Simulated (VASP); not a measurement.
# Cs (Im-3m) in VASP: further runs

The runs below take Cs through single point, with PBE.

Everything below comes from runs of VASP 6.6.1. Logs are shortened: lines on timing, memory, paths and dates and some standing lists are left out, and cuts for length are marked.

## (1) The cell of the first run

It takes space group Im-3m (No. 229, cubic). Conventional cell: a = 6.154 Å, b = 6.154 Å, c = 6.154 Å, α = 90.00°, β = 90.00°, γ = 90.00°.

## (2) Single point, PBE

The input, INCAR:

```
SYSTEM = Cs
ALGO     = Normal         ! electronic algorithm
EDIFF    = 1E-6           ! SCF threshold, eV
ENCUT    = 520            ! plane-wave cutoff, eV
GGA      = PE             ! functional
ISIF     = 2              ! what is computed and relaxed
ISMEAR   = -1             ! smearing method
LASPH    = .True.         ! aspherical terms in the spheres
LCHARG   = .False.        ! write CHGCAR
LREAL    = .False.        ! projectors in reciprocal space
LWAVE    = .False.        ! write WAVECAR
NBANDS   = 10             ! bands
NELM     = 80             ! most SCF steps
PREC     = Accurate       ! precision mode
SIGMA    = 0.1            ! smearing width, eV
```

The input, KPOINTS:

```
k-points
0
Gamma
  7 7 7
  0 0 0
```

The input, POSCAR:

```
Cs
1.0
   -3.0771709509      3.0771709509      3.0771709509
    3.0771709509     -3.0771709509      3.0771709509
    3.0771709509      3.0771709509     -3.0771709509
Cs
1
Direct
    0.0000000000      0.0000000000      0.0000000000
```

Potentials or basis: VASP PAW PBE potentials, release 64 (Cs_sv).

Started as:

```sh
$ cat potpaw_PBE.64/Cs_sv/POTCAR > POTCAR
$ mpirun -np 1 vasp_std > vasp.out
```

OUTCAR:

```text
SYSTEM = Cs
   EDIFF = 1E-6
   ENCUT = 520
   GGA = PE
   ISIF = 2
   ISMEAR = -1
   LASPH = .True.
   LREAL = .False.
   NELM = 80
   PREC = Accurate

 ion  position               nearest neighbor table
   1  0.000  0.000  0.000-

  LATTYP: Found a body centered cubic cell.
 ALAT       =     6.1543419018

  Lattice vectors:

 A1 = (  -3.0771709509,   3.0771709509,   3.0771709509)
 A2 = (   3.0771709509,  -3.0771709509,   3.0771709509)
 A3 = (   3.0771709509,   3.0771709509,  -3.0771709509)

Analysis of symmetry for initial positions (statically):
=====================================================================
 Subroutine PRICEL returns:
 Original cell was already a primitive cell.

 Routine SETGRP: Setting up the symmetry group for a
 body centered cubic supercell.

 Subroutine GETGRP returns: Found 48 space group operations
 (whereof 48 operations were pure point group operations)
 out of a pool of 48 trial point group operations.

The static configuration has the point symmetry O_h .

Analysis of symmetry for dynamics (positions and initial velocities):
=====================================================================
 Subroutine PRICEL returns:
 Original cell was already a primitive cell.

 Routine SETGRP: Setting up the symmetry group for a
 body centered cubic supercell.

 Subroutine GETGRP returns: Found 48 space group operations
 (whereof 48 operations were pure point group operations)
 out of a pool of 48 trial point group operations.

The dynamic configuration has the point symmetry O_h .

 Subroutine INISYM returns: Found 48 space group operations
 (whereof 48 operations are pure point group operations),
 and found     1 'primitive' translations

----------------------------------------------------------------------------------------

                                     Primitive cell

  volume of cell :     116.5507

  direct lattice vectors                    reciprocal lattice vectors
    -3.077170951  3.077170951  3.077170951     0.000000000  0.162486910  0.162486910
     3.077170951 -3.077170951  3.077170951     0.162486910  0.000000000  0.162486910
     3.077170951  3.077170951 -3.077170951     0.162486910  0.162486910  0.000000000

  length of vectors
     5.329816431  5.329816431  5.329816431     0.229791192  0.229791192  0.229791192

  position of ions in fractional coordinates (direct lattice)
     0.000000000  0.000000000  0.000000000

  ion indices of the primitive-cell ions
   primitive index   ion index
                 1           1

----------------------------------------------------------------------------------------

 KPOINTS: k-points

Automatic generation of k-mesh.
 Grid dimensions read from file:
 generate k-points for:    7    7    7

 Generating k-lattice:

  Cartesian coordinates                     Fractional coordinates (reciprocal lattice)
     0.000000000  0.023212416  0.023212416     0.142857143  0.000000000  0.000000000
     0.023212416  0.000000000  0.023212416     0.000000000  0.142857143  0.000000000
     0.023212416  0.023212416  0.000000000     0.000000000  0.000000000  0.142857143

  Length of vectors
     0.032827313  0.032827313  0.032827313

  Shift w.r.t. Gamma in fractional coordinates (k-lattice)
     0.000000000  0.000000000  0.000000000

 Subroutine IBZKPT returns following result:
 ===========================================

 Found     20 irreducible k-points:

 Following reciprocal coordinates:
            Coordinates               Weight
  0.000000  0.000000  0.000000      1.000000
  0.142857  0.000000  0.000000     12.000000
  0.285714  0.000000  0.000000     12.000000
  0.428571  0.000000  0.000000     12.000000
  0.142857  0.142857  0.000000     24.000000
  0.285714  0.142857  0.000000     48.000000
[... 12 lines left out ...]
 -0.428571 -0.428571  0.285714      8.000000
 -0.428571  0.428571  0.428571      6.000000
   k-points           NKPTS =     20   k-points in BZ     NKDIM =     20   number of bands    NBANDS=     10
   number of dos      NEDOS =    301   number of ions     NIONS =      1
   total plane-waves  NPLWV =  64000
   dimension x,y,z NGX =    40 NGY =   40 NGZ =   40
   dimension x,y,z NGXF=    80 NGYF=   80 NGZF=   80
   ions per type =               1
   NGX,Y,Z   is equivalent  to a cutoff of  12.48, 12.48, 12.48 a.u.
   NGXF,Y,Z  is equivalent  to a cutoff of  24.95, 24.95, 24.95 a.u.
 SYSTEM =  Cs
   PREC   = accura    normal or accurate (medium, high low for compatibility)
   ISTART =      0    job   : 0-new  1-cont  2-samecut
   ICHARG =      2    charge: 1-file 2-atom 10-const
   ISPIN  =      1    spin polarized calculation?
   LNONCOLLINEAR =      F non collinear calculations
   LSORBIT =      F    spin-orbit coupling
   LASPH  =      T    aspherical Exc in radial PAW
   ENCUT  =  520.0 eV  38.22 Ry    6.18 a.u.   9.91  9.91  9.91*2*pi/ulx,y,z
   NELM   =     80;   NELMIN=  2; NELMDL= -5     # of ELM steps
   EDIFF  = 0.1E-05   stopping-criterion for ELM
   LREAL  =      F    real-space projection
   EDIFFG = 0.1E-04   stopping-criterion for IOM
   NSW    =      0    number of steps for IOM
   IBRION =     -1    ionic relax: 0-MD 1-quasi-New 2-CG
   NFREE  =      0    steps in history (QN), initial steepest desc. (CG)
   ISIF   =      2    stress and relaxation
   ISYM   =      2    0-nonsym 1-usesym 2-fastsym
   POTIM  = 0.5000    time-step for ionic-motion
   TEBEG  =    0.0;   TEEND  =   0.0 temperature during run
   PSTRESS=    0.0 pullay stress
   NELECT =       9.0000    total number of electrons
   NUPDOWN=      -1.0000    fix difference up-down
   EMIN   =  10.00;   EMAX   =-10.00  energy-range for DOS
   EFERMI =   0.00;   METHOD = LEGACY
   ISMEAR =    -1;   SIGMA  =   0.10  broadening in eV -4-tet -1-fermi 0-gaus
   EFERMI_NEDOS =   21; number of points for ismear=-14 and -15
   IALGO  =     38    algorithm
   IMIX   =      4    mixing-type and parameters
     AMIX     =   0.40;   BMIX     =  1.00
     AMIX_MAG =   1.60;   BMIX_MAG =  1.00
  volume/ion in A,a.u.               =     116.55       786.52
  Fermi-wavevector in a.u.,A,eV,Ry     =   0.697136  1.317396  6.612408  0.485998
  Thomas-Fermi vector in A             =   1.780379
   LORBIT       =      0    0 simple, 1 ext, 2 COOP (PROOUT), +10 PAW based schemes
   GGA     = PE    functional components
   LHFCALC =     F    Hartree Fock is set to
   AEXX    =    0.0000 exact exchange contribution
   IVDW    =     0    specifies the selected vdW correction
   LEPSILON=     F    determine dielectric tensor
   LRPA    =     F    only Hartree local field effects (RPA)
 non-spin polarized calculation
  energy-cutoff  :      520.00
  volume of cell :      116.55
 maximum number of plane-waves:      3164
   NGX = 19   NGY = 19   NGZ = 19

 number of electron       9.0000002 magnetization

 Free energy of the ion-electron system (eV)
  ---------------------------------------------------
  ext. energy  EPLUGINS =         0.00000000
  ---------------------------------------------------
  free energy    TOTEN  =        -0.87275263 eV

  energy without entropy =       -0.83397623  energy(sigma->0) =       -0.85336443

 E-fermi :   0.4146     XC(G=0):  -5.3732

 val. band max:        0.4134474412   @ k =  -0.2857   0.4286   0.1429
 cond. band min:       0.4881335381   @ k =  -0.4286   0.4286   0.1429
 fundamental gap:      0.0746860969
 Fermi energy:         0.4145669952

 k-point     1 :       0.0000    0.0000    0.0000
  band No.  band energies     occupation
      1     -23.4442      2.00000
      2     -10.1893      2.00000
      3     -10.1893      2.00000
      4     -10.1893      2.00000
      5      -1.2435      2.00000
      6       2.9060      0.00000
      7       2.9060      0.00000
      8       2.9060      0.00000
      9       3.7530      0.00000
     10       3.7530      0.00000

 k-point     2 :       0.1429    0.0000    0.0000
  band No.  band energies     occupation
      1     -23.4430      2.00000
      2     -10.2147      2.00000
      3     -10.1976      2.00000
      4     -10.1893      2.00000
      5      -1.0237      2.00000
      6       2.6566      0.00000
      7       2.6872      0.00000
      8       3.1276      0.00000
      9       3.5355      0.00000
     10       3.7238      0.00000

 k-point     3 :       0.2857    0.0000    0.0000
  band No.  band energies     occupation
      1     -23.4404      2.00000
      2     -10.2705      2.00000
      3     -10.2161      2.00000
      4     -10.1894      2.00000
      5      -0.4296      1.99957
      6       1.9793      0.00000
      7       2.3219      0.00000
      8       3.6462      0.00000
      9       3.7714      0.00000
     10       3.7875      0.00000

 k-point     4 :       0.4286    0.0000    0.0000
  band No.  band energies     occupation
      1     -23.4383      2.00000
      2     -10.3139      2.00000
      3     -10.2308      2.00000
      4     -10.1894      2.00000
      5       0.2920      1.54595
      6       1.4077      0.00010
      7       2.0963      0.00000
      8       3.6325      0.00000
      9       4.0765      0.00000
     10       4.7559      0.00000

 k-point     5 :       0.1429    0.1429    0.0000
  band No.  band energies     occupation
      1     -23.4411      2.00000
      2     -10.2529      2.00000
      3     -10.2075      2.00000
      4     -10.1953      2.00000
      5      -0.6127      1.99993
      6       2.2177      0.00000
      7       2.3672      0.00000
      8       3.4130      0.00000
      9       3.5464      0.00000
     10       3.9552      0.00000

 k-point     6 :       0.2857    0.1429    0.0000
  band No.  band energies     occupation
      1     -23.4387      2.00000
      2     -10.2945      2.00000
      3     -10.2297      2.00000
      4     -10.1976      2.00000
      5       0.0890      1.92578
      6       1.6553      0.00001
      7       2.0672      0.00000
      8       3.5297      0.00000
      9       4.0234      0.00000
     10       4.2651      0.00000
[... 131 lines left out ...]
 k-point    17 :      -0.2857    0.2857    0.2857
  band No.  band energies     occupation
      1     -23.4371      2.00000
      2     -10.2672      2.00000
      3     -10.2453      2.00000
      4     -10.2453      2.00000
      5       0.2711      1.61514
      6       1.7331      0.00000
      7       2.7028      0.00000
      8       2.7028      0.00000
      9       3.4514      0.00000
     10       3.8450      0.00000

 k-point    18 :      -0.4286    0.4286    0.2857
  band No.  band energies     occupation
      1     -23.4352      2.00000
      2     -10.2928      2.00000
      3     -10.2613      2.00000
      4     -10.2478      2.00000
      5       0.8762      0.01959
      6       1.3268      0.00022
      7       2.5068      0.00000
      8       2.7403      0.00000
      9       3.5304      0.00000
     10       4.5617      0.00000

 k-point    19 :      -0.4286   -0.4286    0.2857
  band No.  band energies     occupation
      1     -23.4343      2.00000
      2     -10.2847      2.00000
      3     -10.2847      2.00000
      4     -10.2518      2.00000
      5       1.1666      0.00108
      6       1.1666      0.00108
      7       2.2309      0.00000
      8       3.4022      0.00000
      9       3.4022      0.00000
     10       4.5708      0.00000

 k-point    20 :      -0.4286    0.4286    0.4286
  band No.  band energies     occupation
      1     -23.4335      2.00000
      2     -10.2823      2.00000
      3     -10.2780      2.00000
      4     -10.2780      2.00000
      5       1.0560      0.00327
      6       1.1535      0.00124
      7       3.0976      0.00000
      8       3.2124      0.00000
      9       3.2124      0.00000
     10       4.6597      0.00000

------------------------ aborting loop because EDIFF is reached ----------------------------------------

  FORCE on cell =-STRESS in cart. coord.  units (eV):
  Direction    XX          YY          ZZ          XY          YZ          ZX
  --------------------------------------------------------------------------------------
  -------------------------------------------------------------------------------------
  Total       -0.0027160     -0.0027160     -0.0027160     -0.0000000     -0.0000000      0.0000000
  in kB       -0.0373352     -0.0373352     -0.0373352     -0.0000000     -0.0000000      0.0000000
  external PRESSURE =      -0.0373352 kB  Pullay stress =       0.0000000 kB

 VOLUME and BASIS-vectors are now :
 -----------------------------------------------------------------------------
  energy-cutoff  :      520.00
  volume of cell :      116.55
      direct lattice vectors                 reciprocal lattice vectors
    -3.077170951  3.077170951  3.077170951     0.000000000  0.162486910  0.162486910
     3.077170951 -3.077170951  3.077170951     0.162486910  0.000000000  0.162486910
     3.077170951  3.077170951 -3.077170951     0.162486910  0.162486910  0.000000000

 POSITION                                       TOTAL-FORCE (eV/Angst)
 -----------------------------------------------------------------------------------
      0.00000      0.00000      0.00000         0.000000      0.000000      0.000000
 -----------------------------------------------------------------------------------
    total drift:                                0.000000     -0.000000     -0.000000

  FREE ENERGIE OF THE ION-ELECTRON SYSTEM (eV)
  ---------------------------------------------------
  free  energy   TOTEN  =        -0.8727526345 eV

  energy  without entropy=       -0.8339762320  energy(sigma->0) =       -0.85336443
```

Run time: 16 s. Hardware: 1 thread of AMD EPYC 7R13 (Zen 3), shared host; peak memory 0.21 GiB.

Results:

- Free energy: -0.8728 eV
- Pressure: 0.0 GPa

Caveat: spin-orbit coupling is left out, which moves the levels of the heavy elements.

## (3) Single point, PBE

The input, INCAR:

```
PREC     = Accurate       # precision mode
ENCUT    = 520            # plane-wave cutoff, eV
EDIFF    = 1E-6           # SCF threshold, eV
ISMEAR   = -1             # smearing method
SIGMA    = 0.1            # smearing width, eV
LREAL    = False          # projectors in reciprocal space
LASPH    = True           # aspherical terms in the spheres
NELM     = 80             # most SCF steps
ALGO     = Normal         # electronic algorithm
ISIF     = 2              # what is computed and relaxed
LWAVE    = False          # write WAVECAR
LCHARG   = False          # write CHGCAR
GGA      = PE             # functional
NBANDS   = 10             # bands
```

The input, KPOINTS:

```
regular mesh
0
Gamma
  7 7 7
```

POSCAR is that of step 2.

Potentials or basis: VASP PAW PBE potentials, release 64 (Cs_sv).

Started as:

```sh
$ cat potpaw_PBE.64/Cs_sv/POTCAR > POTCAR
$ mpirun -np 1 vasp_std > vasp.out
```

Wall time 15 s (1 thread of AMD EPYC 7R13 (Zen 3), shared host); peak memory 0.21 GiB.

It converged, with:

* Free energy: -0.8728 eV
* Pressure: 0.0 GPa

Levels at points of the mesh, in eV from the Fermi level:
```
           k point  band 1  band 2  band 3  band 4  band 5  band 6  band 7  band 8  band 9  band 10
(0.00, 0.00, 0.00)  -23.86  -10.60  -10.60  -10.60   -1.66    2.49    2.49    2.49    3.34     3.34
```

Caveat: spin-orbit coupling is left out, which moves the levels of the heavy elements.

## (4) Single point, PBE

The input, INCAR:

```
SYSTEM = Cs
  PREC = Accurate
  ENCUT = 520
  EDIFF = 1E-6
  ISMEAR = -1
  SIGMA = 0.01
  LREAL = .False.
  LASPH = .True.
  NELM = 80
  ALGO = Normal
  ISIF = 2
  LWAVE = .False.
  LCHARG = .False.
  GGA = PE
  NBANDS = 10
```

The input, KPOINTS:

```
regular mesh
0
Gamma
  7 7 7
  0 0 0
```

POSCAR is that of step 3.

Started as:

```sh
$ cat potpaw_PBE.64/Cs_sv/POTCAR > POTCAR
$ mpirun -np 1 vasp_std > vasp.out
```

Wall time 14 s (1 thread of AMD EPYC 7R13 (Zen 3), shared host); peak memory 0.21 GiB.

Results (log left out):

```yaml
Free_energy: -0.8520 eV
Pressure: 0.0 GPa
```

Levels at points of the mesh, in eV from the Fermi level:
| k point | band 3 | band 4 | band 5 | band 6 | band 7 | band 8 |
| --- | --- | --- | --- | --- | --- | --- |
| (0.00, 0.00, 0.00) | -10.62 | -10.62 | -1.67 | 2.48 | 2.48 | 2.48 |

Caveat: spin-orbit coupling is left out, which moves the levels of the heavy elements.

## (5) Single point, PBE

The input, INCAR:

```
SYSTEM = Cs
PREC = Accurate
ENCUT = 520
EDIFF = 1E-6
ISMEAR = -1
SIGMA = 0.03
LREAL = .False.
LASPH = .True.
NELM = 100
ALGO = Normal
ISIF = 2
LWAVE = .False.
LCHARG = .False.
GGA = PE
NBANDS = 10
```

The input, KPOINTS:

```
Automatic mesh
0
Gamma
  7 7 7
  0 0 0
```

POSCAR is that of step 4.

Started as:

```sh
$ cat potpaw_PBE.64/Cs_sv/POTCAR > POTCAR
$ mpirun -np 1 vasp_std > vasp.out
```

Run time: 14 s. Hardware: 1 thread of AMD EPYC 7R13 (Zen 3), shared host; peak memory 0.2 GiB.

Results (log left out):

```
Free energy : -0.8543 eV
Pressure    : 0.0 GPa
```

Levels at points of the mesh, in eV from the Fermi level:
```
           k point  band 3  band 4  band 5  band 6  band 7  band 8
(0.00, 0.00, 0.00)  -10.62  -10.62   -1.67    2.48    2.48    2.48
```

Caveat: spin-orbit coupling is left out, which moves the levels of the heavy elements.

## (6) The runs side by side

```csv
smearing,gap on the mesh (eV),pressure (GPa)
fermi-dirac 0.1 eV,none,0.0
fermi-dirac 0.01 eV,none,0.0
fermi-dirac 0.03 eV,none,0.0
```

Alike in all rows: task single point; level PBE; potentials or basis VASP PAW PBE potentials, release 64 (Cs_sv); no spin polarisation; cell as given; k mesh 7 × 7 × 7; cutoff (eV) 520.

Every run on the cell as given and a fine mesh finds a metal.

Caveats: spin-orbit coupling is left out, which moves the levels of the heavy elements.

Absolute energies hang on the potentials; compare differences alone.
